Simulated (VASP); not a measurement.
# KTaO3 (P4/mmm) in VASP: a series of runs

Runs on KTaO3. Level: LDA. Tasks: electric field gradients.

Program: VASP 6.6.1. These are calculated values, not measurements. Logs are shortened: lines on timing, memory, paths and dates and some standing lists are left out, and cuts for length are marked.

## 1. The cell of the first run

Symmetry: P4/mmm, No. 123, tetragonal system. Conventional cell: a = 3.988 Å, b = 3.988 Å, c = 4.068 Å, α = 90.00°, β = 90.00°, γ = 90.00°. Within 3.7 Å of K (site symmetry 4/mmm) lie 12 O at 2.82 to 2.85 Å and 8 Ta at 3.48 Å. Within 2.6 Å of Ta (site symmetry 4/mmm) lie 6 O at 1.99 to 2.03 Å. O (site symmetry mmm) has 2 Ta at 1.99 Å within 2.6 Å. O (site symmetry 4/mmm) has 2 Ta at 2.03 Å within 2.7 Å.

## 2. Electric field gradients, LDA (zz strain of +2 %)

File INCAR:

```
ALGO = Normal
EDIFF = 1E-8
ENCUT = 520
GGA = CA
ISIF = 2
ISMEAR = -1
LASPH = True
LCHARG = False
LEFG = True
LREAL = False
LWAVE = False
NBANDS = 27
NELM = 60
PREC = Accurate
SIGMA = 0.01
```

File KPOINTS:

```
k-points
0
Gamma
  5 5 5
```

File POSCAR:

```
KTaO3
1.0
    3.9883000000      0.0000000000      0.0000000000
    0.0000000000      3.9883000000      0.0000000000
    0.0000000000      0.0000000000      4.0680660000
K Ta O
1 1 3
Direct
    0.5000000000      0.5000000000      0.5000000000
    0.0000000000      0.0000000000      0.0000000000
    0.5000000000      0.0000000000      0.0000000000
    0.0000000000      0.5000000000      0.0000000000
    0.0000000000      0.0000000000      0.5000000000
```

Potentials or basis: VASP PAW LDA potentials, release 64 (K_sv, Ta_pv, O).

The run is started by

```bash
cat potpaw_LDA.64/K_sv/POTCAR potpaw_LDA.64/Ta_pv/POTCAR potpaw_LDA.64/O/POTCAR > POTCAR
mpirun -np 1 vasp_std > vasp.out
```

OUTCAR:

```text
EDIFF = 1E-8
   ENCUT = 520
   GGA = CA
   ISIF = 2
   ISMEAR = -1
   LASPH = True
   LREAL = False
   NELM = 60
   PREC = Accurate

 ion  position               nearest neighbor table
   1  0.500  0.500  0.500-   5 2.82   5 2.82   5 2.82   5 2.82   4 2.85   3 2.85   4 2.85   3 2.85
                             4 2.85   3 2.85   4 2.85   3 2.85   2 3.48   2 3.48   2 3.48   2 3.48
   2  0.000  0.000  0.000-   3 1.99   4 1.99   4 1.99   3 1.99   5 2.03   5 2.03   1 3.48   1 3.48
                             1 3.48   1 3.48   1 3.48   1 3.48   1 3.48   1 3.48
   3  0.500  0.000  0.000-   2 1.99   2 1.99   1 2.85   1 2.85   1 2.85   1 2.85
   4  0.000  0.500  0.000-   2 1.99   2 1.99   1 2.85   1 2.85   1 2.85   1 2.85
   5  0.000  0.000  0.500-   2 2.03   2 2.03   1 2.82   1 2.82   1 2.82   1 2.82

  LATTYP: Found a simple tetragonal cell.
 ALAT       =     3.9883000000
 C/A-ratio  =     1.0200000000

  Lattice vectors:

 A1 = (   3.9883000000,   0.0000000000,   0.0000000000)
 A2 = (   0.0000000000,   3.9883000000,   0.0000000000)
 A3 = (   0.0000000000,   0.0000000000,   4.0680660000)

Analysis of symmetry for initial positions (statically):
=====================================================================
 Subroutine PRICEL returns:
 Original cell was already a primitive cell.

 Routine SETGRP: Setting up the symmetry group for a
 simple tetragonal supercell.

 Subroutine GETGRP returns: Found 16 space group operations
 (whereof 16 operations were pure point group operations)
 out of a pool of 16 trial point group operations.

The static configuration has the point symmetry D_4h.

Analysis of symmetry for dynamics (positions and initial velocities):
=====================================================================
 Subroutine PRICEL returns:
 Original cell was already a primitive cell.

 Routine SETGRP: Setting up the symmetry group for a
 simple tetragonal supercell.

 Subroutine GETGRP returns: Found 16 space group operations
 (whereof 16 operations were pure point group operations)
 out of a pool of 16 trial point group operations.

The dynamic configuration has the point symmetry D_4h.

 Subroutine INISYM returns: Found 16 space group operations
 (whereof 16 operations are pure point group operations),
 and found     1 'primitive' translations

----------------------------------------------------------------------------------------

                                     Primitive cell

  volume of cell :      64.7088

  direct lattice vectors                    reciprocal lattice vectors
     3.988300000  0.000000000  0.000000000     0.250733395  0.000000000  0.000000000
     0.000000000  3.988300000  0.000000000     0.000000000  0.250733395  0.000000000
     0.000000000  0.000000000  4.068066000     0.000000000  0.000000000  0.245817054

  length of vectors
     3.988300000  3.988300000  4.068066000     0.250733395  0.250733395  0.245817054

  position of ions in fractional coordinates (direct lattice)
     0.500000000  0.500000000  0.500000000
     0.000000000  0.000000000  0.000000000
     0.500000000  0.000000000  0.000000000
     0.000000000  0.500000000  0.000000000
     0.000000000  0.000000000  0.500000000

  ion indices of the primitive-cell ions
   primitive index   ion index
                 1           1
                 2           2
                 3           3
                 4           4
                 5           5

----------------------------------------------------------------------------------------

 KPOINTS: k-points

Automatic generation of k-mesh.
 Grid dimensions read from file:
 generate k-points for:    5    5    5

 Generating k-lattice:

[... 42 lines left out ...]
   NGX,Y,Z   is equivalent  to a cutoff of  12.51, 12.51, 12.26 a.u.
   NGXF,Y,Z  is equivalent  to a cutoff of  25.01, 25.01, 24.52 a.u.
 SYSTEM =  unknown system
   PREC   = accura    normal or accurate (medium, high low for compatibility)
   ISTART =      0    job   : 0-new  1-cont  2-samecut
   ICHARG =      2    charge: 1-file 2-atom 10-const
   ISPIN  =      1    spin polarized calculation?
   LNONCOLLINEAR =      F non collinear calculations
   LSORBIT =      F    spin-orbit coupling
   LASPH  =      T    aspherical Exc in radial PAW
   ENCUT  =  520.0 eV  38.22 Ry    6.18 a.u.   7.42  7.42  7.56*2*pi/ulx,y,z
   NELM   =     60;   NELMIN=  2; NELMDL= -5     # of ELM steps
   EDIFF  = 0.1E-07   stopping-criterion for ELM
   LREAL  =      F    real-space projection
   EDIFFG = 0.1E-06   stopping-criterion for IOM
   NSW    =      0    number of steps for IOM
   IBRION =     -1    ionic relax: 0-MD 1-quasi-New 2-CG
   NFREE  =      0    steps in history (QN), initial steepest desc. (CG)
   ISIF   =      2    stress and relaxation
   ISYM   =      2    0-nonsym 1-usesym 2-fastsym
   POTIM  = 0.5000    time-step for ionic-motion
   TEBEG  =    0.0;   TEEND  =   0.0 temperature during run
   PSTRESS=    0.0 pullay stress
   NELECT =      38.0000    total number of electrons
   NUPDOWN=      -1.0000    fix difference up-down
   EMIN   =  10.00;   EMAX   =-10.00  energy-range for DOS
   EFERMI =   0.00;   METHOD = LEGACY
   ISMEAR =    -1;   SIGMA  =   0.01  broadening in eV -4-tet -1-fermi 0-gaus
   EFERMI_NEDOS =   21; number of points for ismear=-14 and -15
   IALGO  =     38    algorithm
   IMIX   =      4    mixing-type and parameters
     AMIX     =   0.40;   BMIX     =  1.00
     AMIX_MAG =   1.60;   BMIX_MAG =  1.00
  volume/ion in A,a.u.               =      12.94        87.34
  Fermi-wavevector in a.u.,A,eV,Ry     =   1.370929  2.590679 25.571403  1.879445
  Thomas-Fermi vector in A             =   2.496671
   LORBIT       =      0    0 simple, 1 ext, 2 COOP (PROOUT), +10 PAW based schemes
   GGA     = CA    functional components
   LHFCALC =     F    Hartree Fock is set to
   AEXX    =    0.0000 exact exchange contribution
   IVDW    =     0    specifies the selected vdW correction
   LEPSILON=     F    determine dielectric tensor
   LRPA    =     F    only Hartree local field effects (RPA)
 non-spin polarized calculation
  energy-cutoff  :      520.00
  volume of cell :       64.71
 maximum number of plane-waves:      1787
 NGX is ok and might be reduce to    30
   NGX = 15   NGY = 15   NGZ = 15

 number of electron      37.9999982 magnetization

 Free energy of the ion-electron system (eV)
  ---------------------------------------------------
  ext. energy  EPLUGINS =         0.00000000
  ---------------------------------------------------
  free energy    TOTEN  =       -44.96996778 eV

  energy without entropy =      -44.96996778  energy(sigma->0) =      -44.96996778

 E-fermi :   1.5329     XC(G=0): -11.3284

 val. band max:        1.2797822184   @ k =   0.4000   0.4000   0.4000
 cond. band min:       3.3538945527   @ k =   0.0000   0.0000   0.0000
 fundamental gap:      2.0741123343
 Fermi energy:         1.5328621398

 k-point     1 :       0.0000    0.0000    0.0000
  band No.  band energies     occupation
      1     -32.6281      2.00000
      2     -32.6281      2.00000
      3     -32.5981      2.00000
      4     -25.5006      2.00000
      5     -15.8241      2.00000
      6     -15.1611      2.00000
[... 529 lines left out ...]
     26      12.1929      0.00000
     27      12.9595      0.00000

------------------------ aborting loop because EDIFF is reached ----------------------------------------

  FORCE on cell =-STRESS in cart. coord.  units (eV):
  Direction    XX          YY          ZZ          XY          YZ          ZX
  --------------------------------------------------------------------------------------
  -------------------------------------------------------------------------------------
  Total       -2.3544252     -2.3544252     -5.0250280      0.0000000      0.0000000      0.0000000
  in kB      -58.2950732    -58.2950732   -124.4186379      0.0000000      0.0000000      0.0000000
  external PRESSURE =     -80.3362614 kB  Pullay stress =       0.0000000 kB

 VOLUME and BASIS-vectors are now :
 -----------------------------------------------------------------------------
  energy-cutoff  :      520.00
  volume of cell :       64.71
      direct lattice vectors                 reciprocal lattice vectors
     3.988300000  0.000000000  0.000000000     0.250733395  0.000000000  0.000000000
     0.000000000  3.988300000  0.000000000     0.000000000  0.250733395  0.000000000
     0.000000000  0.000000000  4.068066000     0.000000000  0.000000000  0.245817054

 POSITION                                       TOTAL-FORCE (eV/Angst)
 -----------------------------------------------------------------------------------
      1.99415      1.99415      2.03403         0.000000      0.000000      0.000000
      0.00000      0.00000      0.00000         0.000000      0.000000      0.000000
      1.99415      0.00000      0.00000         0.000000      0.000000      0.000000
      0.00000      1.99415      0.00000         0.000000      0.000000      0.000000
      0.00000      0.00000      2.03403         0.000000      0.000000      0.000000
 -----------------------------------------------------------------------------------
    total drift:                                0.000000     -0.000000      0.000000

  FREE ENERGIE OF THE ION-ELECTRON SYSTEM (eV)
  ---------------------------------------------------
  free  energy   TOTEN  =       -44.9699677842 eV

  energy  without entropy=      -44.9699677842  energy(sigma->0) =      -44.96996778

 Electric field gradients (V/A^2)
---------------------------------------------------------------------
 ion       V_xx      V_yy      V_zz      V_xy      V_xz      V_yz
---------------------------------------------------------------------
   1      -1.095    -1.095     2.190     0.000     0.000     0.000
   2     -52.634   -52.634   105.268    -0.000     0.000     0.000
   3      13.617    -9.465    -4.152    -0.000    -0.000    -0.000
   4      -9.465    13.617    -4.152     0.000    -0.000     0.000
   5     -12.815   -12.815    25.629    -0.000     0.000     0.000
---------------------------------------------------------------------

 Electric field gradients after diagonalization (V/A^2)
 (convention: |V_zz| > |V_xx| > |V_yy|)
----------------------------------------------------------------------
 ion       V_xx      V_yy      V_zz     asymmetry (V_yy - V_xx)/ V_zz
----------------------------------------------------------------------
   1      -1.095    -1.095     2.190       0.000
   2     -52.634   -52.634   105.268       0.000
   3      -9.465    -4.152    13.617       0.390
   4      -9.465    -4.152    13.617       0.390
   5     -12.815   -12.815    25.629       0.000
----------------------------------------------------------------------

           NMR quadrupolar parameters

 Cq : quadrupolar parameter    Cq=e*Q*V_zz/h
 eta: asymmetry parameters     (V_yy - V_xx)/ V_zz
 Q  : nuclear electric quadrupole moment in mb (millibarn)
----------------------------------------------------------------------
 ion       Cq(MHz)       eta       Q (mb)
----------------------------------------------------------------------
   1       0.005       0.000       1.000
   2       0.255       0.000       1.000
   3       0.033       0.390       1.000
   4       0.033       0.390       1.000
   5       0.062       0.000       1.000
----------------------------------------------------------------------
```

Run time: 56 s. Hardware: 1 thread of Intel Xeon 8259CL, shared host; peak memory 0.17 GiB.

Results:

- Free energy: -44.9700 eV
- Pressure: -8.0 GPa
- Band gap on the k mesh: 2.07 eV (least direct gap 2.58 eV)
- Largest electric field gradient by atom: K +2.2; Ta +105.3; O +13.6, +25.6 (each value once) V/Å²

Stress tensor (GPa, compression positive):
```
 -5.83   0.00   0.00
  0.00  -5.83   0.00
  0.00   0.00 -12.44
```

Electric field gradients, principal values (V/Å²):
| atom | least | middle | greatest (by size) |
| --- | --- | --- | --- |
| 1 K | -1.095 | -1.095 | 2.190 |
| 2 Ta | -52.634 | -52.634 | 105.268 |
| 3 O | -4.152 | -9.465 | 13.617 |
| 4 O | -4.152 | -9.465 | 13.617 |
| 5 O | -12.815 | -12.815 | 25.629 |

Caveat: the cell differs from its parent crystal (zz strain of +2 %); the cell stands under tension; without QUAD_EFG the Cq values of the log hold for a quadrupole moment of 1 mb, not for the nuclei; spin-orbit coupling is left out, which moves the levels of the heavy elements; an odd mesh through Γ misses points on the zone boundary, where band edges can lie.

## 3. Electric field gradients, LDA (equal xx and yy strain of -3 %)

File INCAR:

```
SYSTEM = KTaO3
ALGO = Normal
EDIFF = 1E-8
ENCUT = 520
ISIF = 2
ISMEAR = -1
LASPH = .TRUE.
LCHARG = .FALSE.
LEFG = .TRUE.
LREAL = .FALSE.
LWAVE = .FALSE.
NBANDS = 27
NELM = 80
PREC = Accurate
SIGMA = 0.01
```

File KPOINTS:

```
k-points
0
G
  5 5 5
  0 0 0
```

Changes to POSCAR since step 2:

```diff
@@ -2,5 +2,5 @@
 1.0
-    3.9883000000      0.0000000000      0.0000000000
-    0.0000000000      3.9883000000      0.0000000000
-    0.0000000000      0.0000000000      4.0680660000
+    3.8686510000      0.0000000000      0.0000000000
+    0.0000000000      3.8686510000      0.0000000000
+    0.0000000000      0.0000000000      3.9883000000
 K Ta O
```

Potentials or basis: VASP PAW LDA potentials, release 64 (K_sv, Ta_pv, O).

The run is started by

```bash
cat potpaw_LDA.64/K_sv/POTCAR potpaw_LDA.64/Ta_pv/POTCAR potpaw_LDA.64/O/POTCAR > POTCAR
mpirun -np 1 vasp_std > vasp.out
```

OUTCAR:

```text
SYSTEM = KTaO3
   EDIFF = 1E-8
   ENCUT = 520
   ISIF = 2
   ISMEAR = -1
   LASPH = .TRUE.
   LREAL = .FALSE.
   NELM = 80
   PREC = Accurate

 ion  position               nearest neighbor table
   1  0.500  0.500  0.500-   5 2.74   5 2.74   5 2.74   5 2.74   4 2.78   3 2.78   4 2.78   3 2.78
                             4 2.78   3 2.78   4 2.78   3 2.78   2 3.39   2 3.39   2 3.39   2 3.39
   2  0.000  0.000  0.000-   3 1.93   4 1.93   4 1.93   3 1.93   5 1.99   5 1.99   1 3.39   1 3.39
                             1 3.39   1 3.39   1 3.39   1 3.39   1 3.39   1 3.39
   3  0.500  0.000  0.000-   2 1.93   2 1.93   1 2.78   1 2.78   1 2.78   1 2.78
   4  0.000  0.500  0.000-   2 1.93   2 1.93   1 2.78   1 2.78   1 2.78   1 2.78
   5  0.000  0.000  0.500-   2 1.99   2 1.99   1 2.74   1 2.74   1 2.74   1 2.74

  LATTYP: Found a simple tetragonal cell.
 ALAT       =     3.8686510000
 C/A-ratio  =     1.0309278351

  Lattice vectors:

 A1 = (   3.8686510000,   0.0000000000,   0.0000000000)
 A2 = (   0.0000000000,   3.8686510000,   0.0000000000)
 A3 = (   0.0000000000,   0.0000000000,   3.9883000000)

Analysis of symmetry for initial positions (statically):
[... 744 lines left out ...]
      0.00000      0.00000      1.99415         0.000000      0.000000      0.000000
 -----------------------------------------------------------------------------------
    total drift:                                0.000000     -0.000000      0.000000

  FREE ENERGIE OF THE ION-ELECTRON SYSTEM (eV)
  ---------------------------------------------------
  free  energy   TOTEN  =       -44.9284742191 eV

  energy  without entropy=      -44.9284742191  energy(sigma->0) =      -44.92847422

 Electric field gradients (V/A^2)
---------------------------------------------------------------------
 ion       V_xx      V_yy      V_zz      V_xy      V_xz      V_yz
---------------------------------------------------------------------
   1      -1.986    -1.986     3.971    -0.000    -0.000    -0.000
   2     -92.152   -92.152   184.305     0.000     0.000     0.000
   3      -1.260    -3.521     4.780    -0.000     0.000    -0.000
   4      -3.521    -1.260     4.780     0.000     0.000     0.000
   5      -9.146    -9.146    18.292     0.000     0.000     0.000
---------------------------------------------------------------------

 Electric field gradients after diagonalization (V/A^2)
 (convention: |V_zz| > |V_xx| > |V_yy|)
----------------------------------------------------------------------
 ion       V_xx      V_yy      V_zz     asymmetry (V_yy - V_xx)/ V_zz
----------------------------------------------------------------------
   1      -1.986    -1.986     3.971       0.000
   2     -92.152   -92.152   184.305       0.000
   3      -3.521    -1.260     4.780       0.473
   4      -3.521    -1.260     4.780       0.473
   5      -9.146    -9.146    18.292       0.000
----------------------------------------------------------------------

           NMR quadrupolar parameters

 Cq : quadrupolar parameter    Cq=e*Q*V_zz/h
 eta: asymmetry parameters     (V_yy - V_xx)/ V_zz
 Q  : nuclear electric quadrupole moment in mb (millibarn)
----------------------------------------------------------------------
 ion       Cq(MHz)       eta       Q (mb)
----------------------------------------------------------------------
   1       0.010       0.000       1.000
   2       0.446       0.000       1.000
   3       0.012       0.473       1.000
   4       0.012       0.473       1.000
   5       0.044       0.000       1.000
----------------------------------------------------------------------
```

OSZICAR:

```text
N       E                     dE             d eps       ncg     rms          rms(c)
DAV:   1     0.333191840901E+03    0.33319E+03   -0.20847E+04   972   0.143E+03
DAV:   2    -0.317655008061E+02   -0.36496E+03   -0.35233E+03  1104   0.420E+02
DAV:   3    -0.523914175729E+02   -0.20626E+02   -0.20514E+02  1357   0.961E+01
DAV:   4    -0.530752172129E+02   -0.68380E+00   -0.68225E+00  1621   0.121E+01
DAV:   5    -0.530813071971E+02   -0.60900E-02   -0.60884E-02  1286   0.103E+00    0.384E+01
DAV:   6    -0.452381787098E+02    0.78431E+01   -0.32698E+01  1136   0.399E+01    0.152E+01
DAV:   7    -0.450278047781E+02    0.21037E+00   -0.17355E+00  1312   0.844E+00    0.103E+01
DAV:   8    -0.449404994005E+02    0.87305E-01   -0.30515E-01  1158   0.454E+00    0.237E+00
DAV:   9    -0.449294147950E+02    0.11085E-01   -0.27666E-02  1209   0.127E+00    0.267E-01
DAV:  10    -0.449285418084E+02    0.87299E-03   -0.80038E-03  1359   0.592E-01    0.182E-01
DAV:  11    -0.449284836503E+02    0.58158E-04   -0.48034E-04  1354   0.151E-01    0.480E-02
DAV:  12    -0.449284741203E+02    0.95300E-05   -0.54187E-05  1348   0.563E-02    0.395E-03
DAV:  13    -0.449284742918E+02   -0.17145E-06   -0.29097E-06  1321   0.122E-02    0.513E-03
DAV:  14    -0.449284742261E+02    0.65629E-07   -0.31637E-07  1423   0.383E-03    0.218E-03
DAV:  15    -0.449284742191E+02    0.70331E-08   -0.39990E-08  1131   0.172E-03
   1 F= -.44928474E+02 E0= -.44928474E+02  d E =-.420702E-12
```

Wall time 43 s (1 thread of Intel Xeon 8259CL, shared host); peak memory 0.17 GiB.

Results:

```
Free energy                             : -44.9285 eV
Pressure                                : 9.9 GPa
Band gap on the k mesh                  : 2.23 eV (least direct gap 2.67 eV)
Largest electric field gradient by atom : K +4.0; Ta +184.3; O +4.8, +18.3 (each value once) V/Å²
```

Stress tensor (GPa, compression positive):
```
14.52  0.00  0.00
 0.00 14.52  0.00
 0.00  0.00  0.52
```

Electric field gradients, principal values (V/Å²):
```csv
atom,least,middle,greatest (by size)
1 K,-1.986,-1.986,3.971
2 Ta,-92.152,-92.152,184.305
3 O,-1.260,-3.521,4.780
4 O,-1.260,-3.521,4.780
5 O,-9.146,-9.146,18.292
```

Caveat: the cell differs from its parent crystal (equal xx and yy strain of -3 %); the cell stands under pressure; without QUAD_EFG the Cq values of the log hold for a quadrupole moment of 1 mb, not for the nuclei; spin-orbit coupling is left out, which moves the levels of the heavy elements; an odd mesh through Γ misses points on the zone boundary, where band edges can lie.
